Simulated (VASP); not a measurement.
Crystal: Sr2C.

```
CELL_PARAMETERS angstrom
0.00000 3.36014 3.34872
3.36014 0.00000 3.34872
3.36014 3.36014 0.00000
ATOMIC_POSITIONS crystal
C 0.00000 0.00000 0.00000
Sr 0.25000 0.25000 0.25000
Sr 0.75000 0.75000 0.75000
```

This cell differs from its parent crystal: uniaxial z strain -0.3%.

Base run:

- Program: VASP 6.6.1
- Functional: r2SCAN
- Potentials or basis: VASP PAW PBE potentials, release 64 (C, Sr_sv)
- Cutoff: 520 eV
- k mesh: 6 × 6 × 6
- Occupations: fermi-dirac, width 0.02 eV
- Spin: no spin polarisation

Its results: band gap on the k mesh 0.05 eV; pressure 0.3 GPa.

Question: The run is repeated on the same cell with these changes: functional from r2SCAN to HSE06; k mesh from 6 × 6 × 6 to 4 × 4 × 4. What comes out?

Answer: Band gap on the k mesh 0.37 eV (least direct gap 0.38 eV); pressure 0.6 GPa.

Several settings changed at once.

Caveats: the PAW data sets were made with another functional, which shifts forces and pressure a little.

A k mesh can miss the band edges.
